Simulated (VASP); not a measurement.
# Re2SnO4 (I4/mmm) in VASP: single point with PBE

Aim: the single point of Re2SnO4 with PBE.

All numbers are computed with VASP 6.6.1; they aren't measurements. Logs are shortened: lines on timing, memory, paths and dates and some standing lists are left out, and cuts for length are marked.

### Step 1. The cell of the first run

The structure is tetragonal, space group I4/mmm (No. 139). The conventional cell has a = 3.742 Å, b = 3.742 Å, c = 14.970 Å, α = 90.00°, β = 90.00°, γ = 90.00°. Within 2.5 Å of O (site symmetry 4mm) lie 1 Re at 1.86 Å and 1 Sn at 2.33 Å. Within 2.5 Å of O (site symmetry mmm) lie 2 Sn at 1.87 Å. Within 2.5 Å of Re (site symmetry 4mm) lie 1 O at 1.86 Å. Sn (site symmetry 4/mmm) has 6 O at 1.87 to 2.33 Å within 2.5 Å.

### Step 2. Single point, PBE

The input, INCAR:

```
SYSTEM = Re2SnO4
PREC = Accurate
ENCUT = 520
EDIFF = 1E-7
ISMEAR = 1
SIGMA = 0.1429
LREAL = .False.
LASPH = .True.
NELM = 80
ALGO = Normal
ISIF = 2
LWAVE = .False.
LCHARG = .False.
GGA = PE
NBANDS = 35
```

The input, KPOINTS:

```
Automatic mesh
0
Gamma
  5 5 5
  0 0 0
```

The input, POSCAR:

```
Re2SnO4
1.0
    0.0000000000      3.7416797029      0.0000000000
    3.7416797029      0.0000000000      0.0000000000
    1.8708398515      1.8708398515     -7.4851560459
O Re Sn
4 2 1
Direct
    0.1556646695      0.1556646695      0.6886706609
    0.8443353305      0.8443353305      0.3113293391
    0.0000000000      0.5000000000      0.0000000000
    0.5000000000      0.0000000000      0.0000000000
    0.2801808233      0.2801808233      0.4396383534
    0.7198191767      0.7198191767      0.5603616466
    0.0000000000      0.0000000000      0.0000000000
```

Potentials or basis: VASP PAW PBE potentials, release 64 (O, Re, Sn_d).

The run is started by

```sh
$ cat potpaw_PBE.64/O/POTCAR potpaw_PBE.64/Re/POTCAR potpaw_PBE.64/Sn_d/POTCAR > POTCAR
$ mpirun -np 1 vasp_std > vasp.out
```

OUTCAR:

```text
SYSTEM = Re2SnO4
   PREC = Accurate
   ENCUT = 520
   EDIFF = 1E-7
   ISMEAR = 1
   LREAL = .False.
   LASPH = .True.
   NELM = 80
   ISIF = 2
   GGA = PE

 ion  position               nearest neighbor table
   1  0.156  0.156  0.689-   5 1.86   7 2.33
   2  0.844  0.844  0.311-   6 1.86   7 2.33
   3  0.000  0.500  0.000-   7 1.87   7 1.87
   4  0.500  0.000  0.000-   7 1.87   7 1.87
   5  0.280  0.280  0.440-   1 1.86   6 2.80   6 2.80   6 2.80   6 2.80
   6  0.720  0.720  0.560-   2 1.86   5 2.80   5 2.80   5 2.80   5 2.80
   7  0.000  0.000  0.000-   3 1.87   4 1.87   3 1.87   4 1.87   1 2.33   2 2.33

  LATTYP: Found a body centered tetragonal cell.
 ALAT       =     3.7416797029
 C/A-ratio  =     4.0009603388

  Lattice vectors:

 A1 = (  -1.8708398515,   1.8708398514,   7.4851560459)
 A2 = (   1.8708398514,  -1.8708398515,   7.4851560459)
 A3 = (   1.8708398515,   1.8708398515,  -7.4851560459)

Analysis of symmetry for initial positions (statically):
=====================================================================
 Subroutine PRICEL returns:
 Original cell was already a primitive cell.

 Routine SETGRP: Setting up the symmetry group for a
 body centered tetragonal supercell.

 Subroutine GETGRP returns: Found 16 space group operations
 (whereof 16 operations were pure point group operations)
 out of a pool of 16 trial point group operations.

The static configuration has the point symmetry D_4h.

Analysis of symmetry for dynamics (positions and initial velocities):
=====================================================================
 Subroutine PRICEL returns:
 Original cell was already a primitive cell.

 Routine SETGRP: Setting up the symmetry group for a
 body centered tetragonal supercell.

 Subroutine GETGRP returns: Found 16 space group operations
 (whereof 16 operations were pure point group operations)
 out of a pool of 16 trial point group operations.

The dynamic configuration has the point symmetry D_4h.

 Subroutine INISYM returns: Found 16 space group operations
 (whereof 16 operations are pure point group operations),
 and found     1 'primitive' translations

----------------------------------------------------------------------------------------

                                     Primitive cell
[... 94 lines left out ...]
   EDIFF  = 0.1E-06   stopping-criterion for ELM
   LREAL  =      F    real-space projection
   EDIFFG = 0.1E-05   stopping-criterion for IOM
   NSW    =      0    number of steps for IOM
   IBRION =     -1    ionic relax: 0-MD 1-quasi-New 2-CG
   NFREE  =      0    steps in history (QN), initial steepest desc. (CG)
   ISIF   =      2    stress and relaxation
   ISYM   =      2    0-nonsym 1-usesym 2-fastsym
   POTIM  = 0.5000    time-step for ionic-motion
   TEBEG  =    0.0;   TEEND  =   0.0 temperature during run
   PSTRESS=    0.0 pullay stress
   NELECT =      52.0000    total number of electrons
   NUPDOWN=      -1.0000    fix difference up-down
   EMIN   =  10.00;   EMAX   =-10.00  energy-range for DOS
   EFERMI =   0.00;   METHOD = LEGACY
   ISMEAR =     1;   SIGMA  =   0.14  broadening in eV -4-tet -1-fermi 0-gaus
   EFERMI_NEDOS =   21; number of points for ismear=-14 and -15
   IALGO  =     38    algorithm
   IMIX   =      4    mixing-type and parameters
     AMIX     =   0.40;   BMIX     =  1.00
     AMIX_MAG =   1.60;   BMIX_MAG =  1.00
  volume/ion in A,a.u.               =      14.97       101.03
  Fermi-wavevector in a.u.,A,eV,Ry     =   1.296078  2.449233 22.855326  1.679819
  Thomas-Fermi vector in A             =   2.427557
   LORBIT       =      0    0 simple, 1 ext, 2 COOP (PROOUT), +10 PAW based schemes
   GGA     = PE    functional components
   LHFCALC =     F    Hartree Fock is set to
   AEXX    =    0.0000 exact exchange contribution
   IVDW    =     0    specifies the selected vdW correction
   LEPSILON=     F    determine dielectric tensor
   LRPA    =     F    only Hartree local field effects (RPA)
 non-spin polarized calculation
 Methfessel and Paxton  Order N= 1 SIGMA  =   0.14
  energy-cutoff  :      520.00
  volume of cell :      104.79
 maximum number of plane-waves:      2837
   NGX = 13   NGY = 13   NGZ = 29

 number of electron      52.0000003 magnetization

 Free energy of the ion-electron system (eV)
  ---------------------------------------------------
  ext. energy  EPLUGINS =         0.00000000
  ---------------------------------------------------
  free energy    TOTEN  =       -47.64274371 eV

  energy without entropy =      -47.63526565  energy(sigma->0) =      -47.64025103

 E-fermi :   4.3923     XC(G=0): -10.6360

 val. band max:        4.3060885700   @ k =   0.4000   0.0000   0.2000
 cond. band min:       4.3970646367   @ k =  -0.4000   0.4000   0.0000
 fundamental gap:      0.0909760667
 Fermi energy:         4.3922572571

 k-point     1 :       0.0000    0.0000    0.0000
  band No.  band energies     occupation
      1     -17.5980      2.00000
      2     -17.1821      2.00000
      3     -15.9639      2.00000
      4     -15.9639      2.00000
      5     -15.6484      2.00000
      6     -15.0718      2.00000
[... 673 lines left out ...]
     34       8.8158      0.00000
     35      11.5697      0.00000

------------------------ aborting loop because EDIFF is reached ----------------------------------------

  FORCE on cell =-STRESS in cart. coord.  units (eV):
  Direction    XX          YY          ZZ          XY          YZ          ZX
  --------------------------------------------------------------------------------------
  -------------------------------------------------------------------------------------
  Total       -0.0262782     -0.0262782      1.4325740      0.0000000     -0.0000000     -0.0000000
  in kB       -0.4017656     -0.4017656     21.9024940      0.0000000     -0.0000000     -0.0000000
  external PRESSURE =       7.0329876 kB  Pullay stress =       0.0000000 kB

 VOLUME and BASIS-vectors are now :
 -----------------------------------------------------------------------------
  energy-cutoff  :      520.00
  volume of cell :      104.79
      direct lattice vectors                 reciprocal lattice vectors
     0.000000000  3.741679703  0.000000000     0.000000000  0.267259648  0.066798875
     3.741679703  0.000000000  0.000000000     0.267259648  0.000000000  0.066798875
     1.870839851  1.870839851 -7.485156046     0.000000000  0.000000000 -0.133597749

 POSITION                                       TOTAL-FORCE (eV/Angst)
 -----------------------------------------------------------------------------------
      1.87084      1.87084     -5.15481         0.000000      0.000000     -0.414178
      3.74168      3.74168     -2.33035        -0.000000     -0.000000      0.414178
      1.87084      0.00000      0.00000         0.000000      0.000000      0.000000
      0.00000      1.87084      0.00000         0.000000     -0.000000      0.000000
      1.87084      1.87084     -3.29076        -0.000000     -0.000000      0.413598
      3.74168      3.74168     -4.19439         0.000000      0.000000     -0.413598
      0.00000      0.00000      0.00000        -0.000000     -0.000000      0.000000
 -----------------------------------------------------------------------------------
    total drift:                               -0.000000     -0.000000      0.000000

  FREE ENERGIE OF THE ION-ELECTRON SYSTEM (eV)
  ---------------------------------------------------
  free  energy   TOTEN  =       -47.6427437121 eV

  energy  without entropy=      -47.6352656545  energy(sigma->0) =      -47.64025103
```

Wall time 82 s (1 thread of Intel Xeon Platinum 8488C (Sapphire Rapids), shared host); peak memory 0.23 GiB.

Results:

| Property | Result |
| --- | --- |
| Free energy | -47.6427 eV |
| Pressure | 0.7 GPa |
| Largest force | 0.414 eV/Å |
| Band gap on the k mesh | zero (band 26 reaches 4.41 eV, above the bottom of band 27 at 4.31 eV) |

Forces in eV/Å, atoms in the order of the input:
```
O    0.000  0.000 -0.414
O    0.000  0.000  0.414
O    0.000  0.000  0.000
O    0.000  0.000  0.000
Re   0.000  0.000  0.414
Re   0.000  0.000 -0.414
Sn   0.000  0.000  0.000
```

Stress tensor (GPa, compression positive):
```
-0.04  0.00  0.00
 0.00 -0.04  0.00
 0.00  0.00  2.19
```

Caveat: spin-orbit coupling is left out, which moves the levels of the heavy elements.
